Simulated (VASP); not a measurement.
# GaP (I-4m2) in VASP: a series of runs

Runs on GaP. Level: LDA. Tasks: single point.

Program: VASP 6.6.1. These are calculated values, not measurements. Logs are shortened: lines on timing, memory, paths and dates and some standing lists are left out, and cuts for length are marked.

## 1. The cell of the first run

The structure is tetragonal, space group I-4m2 (No. 119). The conventional cell has a = 3.738 Å, b = 3.738 Å, c = 5.450 Å, α = 90.00°, β = 90.00°, γ = 90.00°. Ga (site symmetry -4m2) has 4 P at 2.31 Å within 3.1 Å. P (site symmetry -4m2) has 4 Ga at 2.31 Å within 3.1 Å.

## 2. Single point, LDA (equal xx and yy strain of -3 %)

File INCAR:

```
SYSTEM = GaP
PREC = Accurate ; ENCUT = 520
EDIFF = 1E-7 ; ISMEAR = -1
SIGMA = 0.05 ; LREAL = .FALSE.
LASPH = .TRUE. ; NELM = 80
ALGO = Normal ; ISIF = 2
LWAVE = .FALSE. ; LCHARG = .TRUE.
LELF = .TRUE. ; LVHAR = .TRUE.
NBANDS = 16
```

File KPOINTS:

```
regular mesh
0
G
  10 10 10
  0 0 0
```

File POSCAR:

```
GaP
1.0
    0.0000000000      2.6434925000      2.7252500000
    2.6434925000      0.0000000000      2.7252500000
    2.6434925000      2.6434925000      0.0000000000
Ga P
1 1
Direct
    0.0000000000      0.0000000000      0.0000000000
    0.7500000000      0.7500000000      0.7500000000
```

Potentials or basis: VASP PAW LDA potentials, release 64 (Ga_d, P).

Run with:

```
$ cat potpaw_LDA.64/Ga_d/POTCAR potpaw_LDA.64/P/POTCAR > POTCAR
$ mpirun -np 1 vasp_std > vasp.out
```

OUTCAR:

```text
SYSTEM = GaP
   PREC = Accurate
   ENCUT = 520
   EDIFF = 1E-7
   ISMEAR = -1
   LREAL = .FALSE.
   LASPH = .TRUE.
   NELM = 80
   ISIF = 2

 ion  position               nearest neighbor table
   1  0.000  0.000  0.000-   2 2.31   2 2.31   2 2.31   2 2.31
   2  0.750  0.750  0.750-   1 2.31   1 2.31   1 2.31   1 2.31

  LATTYP: Found a body centered tetragonal cell.
 ALAT       =     3.7384629455
 C/A-ratio  =     1.4579521262

  Lattice vectors:

 A1 = (  -2.6434925000,   0.0000000000,   2.7252500000)
 A2 = (   2.6434925000,   0.0000000000,   2.7252500000)
 A3 = (   0.0000000000,   2.6434925000,  -2.7252500000)

Analysis of symmetry for initial positions (statically):
=====================================================================
 Subroutine PRICEL returns:
 Original cell was already a primitive cell.

 Routine SETGRP: Setting up the symmetry group for a
 body centered tetragonal supercell.

 Subroutine GETGRP returns: Found  8 space group operations
 (whereof  8 operations were pure point group operations)
 out of a pool of 16 trial point group operations.

The static configuration has the point symmetry D_2d.

Analysis of symmetry for dynamics (positions and initial velocities):
=====================================================================
 Subroutine PRICEL returns:
 Original cell was already a primitive cell.

 Routine SETGRP: Setting up the symmetry group for a
 body centered tetragonal supercell.

 Subroutine GETGRP returns: Found  8 space group operations
 (whereof  8 operations were pure point group operations)
 out of a pool of 16 trial point group operations.

The dynamic configuration has the point symmetry D_2d.

 Subroutine INISYM returns: Found  8 space group operations
 (whereof  8 operations are pure point group operations),
 and found     1 'primitive' translations

----------------------------------------------------------------------------------------

                                     Primitive cell

  volume of cell :      38.0884

  direct lattice vectors                    reciprocal lattice vectors
     0.000000000  2.643492500  2.725250000    -0.189143718  0.189143718  0.183469406
     2.643492500  0.000000000  2.725250000     0.189143718 -0.189143718  0.183469406
     2.643492500  2.643492500  0.000000000     0.189143718  0.189143718 -0.183469406

  length of vectors
     3.796714390  3.796714390  3.738462946     0.324363554  0.324363554  0.324363554

  position of ions in fractional coordinates (direct lattice)
     0.000000000  0.000000000  0.000000000
     0.750000000  0.750000000  0.750000000

  ion indices of the primitive-cell ions
   primitive index   ion index
                 1           1
                 2           2

----------------------------------------------------------------------------------------

 KPOINTS: regular mesh

Automatic generation of k-mesh.
 Grid dimensions read from file:
 generate k-points for:   10   10   10

 Generating k-lattice:

  Cartesian coordinates                     Fractional coordinates (reciprocal lattice)
    -0.018914372  0.018914372  0.018346941     0.100000000  0.000000000  0.000000000
     0.018914372 -0.018914372  0.018346941     0.000000000  0.100000000  0.000000000
     0.018914372  0.018914372 -0.018346941    -0.000000000 -0.000000000  0.100000000

  Length of vectors
     0.032436355  0.032436355  0.032436355

  Shift w.r.t. Gamma in fractional coordinates (k-lattice)
     0.000000000  0.000000000  0.000000000

 Subroutine IBZKPT returns following result:
 ===========================================

 Found    102 irreducible k-points:

 Following reciprocal coordinates:
            Coordinates               Weight
  0.000000  0.000000  0.000000      1.000000
  0.100000  0.000000  0.000000      8.000000
  0.200000  0.000000  0.000000      8.000000
  0.300000  0.000000  0.000000      8.000000
  0.400000  0.000000  0.000000      8.000000
  0.500000 -0.000000  0.000000      4.000000
[... 16 lines left out ...]
  0.300000  0.300000  0.000000      2.000000
  0.400000  0.300000  0.000000      8.000000
 [... further k-points ...]
   k-points           NKPTS =    102   k-points in BZ     NKDIM =    102   number of bands    NBANDS=     16
   number of dos      NEDOS =    301   number of ions     NIONS =      2
   total plane-waves  NPLWV =  21952
   dimension x,y,z NGX =    28 NGY =   28 NGZ =   28
   dimension x,y,z NGXF=    56 NGYF=   56 NGZF=   56
   ions per type =               1   1
   NGX,Y,Z   is equivalent  to a cutoff of  12.26, 12.26, 12.45 a.u.
   NGXF,Y,Z  is equivalent  to a cutoff of  24.52, 24.52, 24.90 a.u.
 SYSTEM =  GaP
   PREC   = accura    normal or accurate (medium, high low for compatibility)
   ISTART =      0    job   : 0-new  1-cont  2-samecut
   ICHARG =      2    charge: 1-file 2-atom 10-const
   ISPIN  =      1    spin polarized calculation?
   LNONCOLLINEAR =      F non collinear calculations
   LSORBIT =      F    spin-orbit coupling
   LASPH  =      T    aspherical Exc in radial PAW
   ENCUT  =  520.0 eV  38.22 Ry    6.18 a.u.   7.06  7.06  6.95*2*pi/ulx,y,z
   NELM   =     80;   NELMIN=  2; NELMDL= -5     # of ELM steps
   EDIFF  = 0.1E-06   stopping-criterion for ELM
   LREAL  =      F    real-space projection
   EDIFFG = 0.1E-05   stopping-criterion for IOM
   NSW    =      0    number of steps for IOM
   IBRION =     -1    ionic relax: 0-MD 1-quasi-New 2-CG
   NFREE  =      0    steps in history (QN), initial steepest desc. (CG)
   ISIF   =      2    stress and relaxation
   ISYM   =      2    0-nonsym 1-usesym 2-fastsym
   POTIM  = 0.5000    time-step for ionic-motion
   TEBEG  =    0.0;   TEEND  =   0.0 temperature during run
   PSTRESS=    0.0 pullay stress
   NELECT =      18.0000    total number of electrons
   NUPDOWN=      -1.0000    fix difference up-down
   EMIN   =  10.00;   EMAX   =-10.00  energy-range for DOS
   EFERMI =   0.00;   METHOD = LEGACY
   ISMEAR =    -1;   SIGMA  =   0.05  broadening in eV -4-tet -1-fermi 0-gaus
   EFERMI_NEDOS =   21; number of points for ismear=-14 and -15
   IALGO  =     38    algorithm
   IMIX   =      4    mixing-type and parameters
     AMIX     =   0.40;   BMIX     =  1.00
     AMIX_MAG =   1.60;   BMIX_MAG =  1.00
  volume/ion in A,a.u.               =      19.04       128.52
  Fermi-wavevector in a.u.,A,eV,Ry     =   1.275170  2.409722 22.123877  1.626059
  Thomas-Fermi vector in A             =   2.407897
   LORBIT       =      0    0 simple, 1 ext, 2 COOP (PROOUT), +10 PAW based schemes
   GGA     = CA    functional components
   LHFCALC =     F    Hartree Fock is set to
   AEXX    =    0.0000 exact exchange contribution
   IVDW    =     0    specifies the selected vdW correction
   LEPSILON=     F    determine dielectric tensor
   LRPA    =     F    only Hartree local field effects (RPA)
 non-spin polarized calculation
  energy-cutoff  :      520.00
  volume of cell :       38.09
 maximum number of plane-waves:      1038
   NGX = 15   NGY = 15   NGZ = 13

 number of electron      17.9999989 magnetization

 Free energy of the ion-electron system (eV)
  ---------------------------------------------------
  ext. energy  EPLUGINS =         0.00000000
  ---------------------------------------------------
  free energy    TOTEN  =       -10.43724587 eV

  energy without entropy =      -10.43724581  energy(sigma->0) =      -10.43724584

 E-fermi :   5.7968     XC(G=0): -10.4392

 val. band max:        5.2158087624   @ k =   0.0000   0.0000   0.0000
 cond. band min:       6.4125864445   @ k =   0.4000   0.0000   0.4000
 fundamental gap:      1.1967776821
 Fermi energy:         5.7967639594

 k-point     1 :       0.0000    0.0000    0.0000
  band No.  band energies     occupation
      1      -9.6776      2.00000
      2      -9.6685      2.00000
      3      -9.6685      2.00000
      4      -9.5550      2.00000
      5      -9.5534      2.00000
      6      -7.8292      2.00000
[... 8 lines left out ...]
     15      14.7348      0.00000
     16      15.3300      0.00000

 k-point     2 :       0.1000    0.0000    0.0000
  band No.  band energies     occupation
      1      -9.6837      2.00000
      2      -9.6697      2.00000
      3      -9.6649      2.00000
      4      -9.5554      2.00000
      5      -9.5532      2.00000
      6      -7.6883      2.00000
[... 8 lines left out ...]
     15      14.6135      0.00000
     16      14.7528      0.00000

 k-point     3 :       0.2000    0.0000    0.0000
  band No.  band energies     occupation
      1      -9.7094      2.00000
      2      -9.6616      2.00000
      3      -9.6560      2.00000
      4      -9.5556      2.00000
      5      -9.5518      2.00000
      6      -7.2795      2.00000
[... 8 lines left out ...]
     15      14.1940      0.00000
     16      15.2521      0.00000

 k-point     4 :       0.3000    0.0000    0.0000
  band No.  band energies     occupation
      1      -9.7385      2.00000
      2      -9.6525      2.00000
      3      -9.6468      2.00000
      4      -9.5540      2.00000
      5      -9.5481      2.00000
      6      -6.6493      2.00000
[... 8 lines left out ...]
     15      14.5098      0.00000
     16      14.9167      0.00000
[... 324 lines left out ...]
 k-point    22 :      -0.2000    0.2000    0.0000
  band No.  band energies     occupation
      1      -9.7443      2.00000
      2      -9.6460      2.00000
      3      -9.6409      2.00000
      4      -9.5615      2.00000
      5      -9.5466      2.00000
      6      -6.4160      2.00000
[... 8 lines left out ...]
     15      16.7305      0.00000
     16      17.4063      0.00000

 k-point    23 :       0.3000    0.3000    0.0000
  band No.  band energies     occupation
      1      -9.7707      2.00000
      2      -9.6197      2.00000
      3      -9.6197      2.00000
      4      -9.5779      2.00000
      5      -9.5397      2.00000
      6      -6.3024      2.00000
[... 8 lines left out ...]
     15      16.6239      0.00000
     16      19.0359      0.00000

 k-point    24 :       0.4000    0.3000    0.0000
  band No.  band energies     occupation
      1      -9.7832      2.00000
      2      -9.6139      2.00000
      3      -9.6105      2.00000
      4      -9.5806      2.00000
      5      -9.5376      2.00000
      6      -5.7402      2.00000
[... 8 lines left out ...]
     15      17.1972      0.00000
     16      19.1056      0.00000

 [... further k-points ...]

------------------------ aborting loop because EDIFF is reached ----------------------------------------

  FORCE on cell =-STRESS in cart. coord.  units (eV):
  Direction    XX          YY          ZZ          XY          YZ          ZX
  --------------------------------------------------------------------------------------
  -------------------------------------------------------------------------------------
  Total        0.8665516      0.8665516      0.2653867      0.0000000      0.0000000      0.0000000
  in kB       36.4512560     36.4512560     11.1634196      0.0000000      0.0000000      0.0000000
  external PRESSURE =      28.0219772 kB  Pullay stress =       0.0000000 kB

 VOLUME and BASIS-vectors are now :
 -----------------------------------------------------------------------------
  energy-cutoff  :      520.00
  volume of cell :       38.09
      direct lattice vectors                 reciprocal lattice vectors
     0.000000000  2.643492500  2.725250000    -0.189143718  0.189143718  0.183469406
     2.643492500  0.000000000  2.725250000     0.189143718 -0.189143718  0.183469406
     2.643492500  2.643492500  0.000000000     0.189143718  0.189143718 -0.183469406

 POSITION                                       TOTAL-FORCE (eV/Angst)
 -----------------------------------------------------------------------------------
      0.00000      0.00000      0.00000        -0.000000      0.000000     -0.000000
      3.96524      3.96524      4.08788         0.000000     -0.000000      0.000000
 -----------------------------------------------------------------------------------
    total drift:                               -0.000000     -0.000000     -0.000001

  FREE ENERGIE OF THE ION-ELECTRON SYSTEM (eV)
  ---------------------------------------------------
  free  energy   TOTEN  =       -10.4372458704 eV

  energy  without entropy=      -10.4372458084  energy(sigma->0) =      -10.43724584
```

Run time: 77 s. Hardware: 1 thread of Intel Xeon 8259CL, shared host; peak memory 0.18 GiB.

Results:

```yaml
Free_energy: -10.4372 eV
Pressure: 2.8 GPa
Band_gap_on_the_k_mesh: 1.20 eV (least direct gap 2.08 eV)
```

Caveat: the cell differs from its parent crystal (equal xx and yy strain of -3 %).

(Part 1 of 2 ends here.)
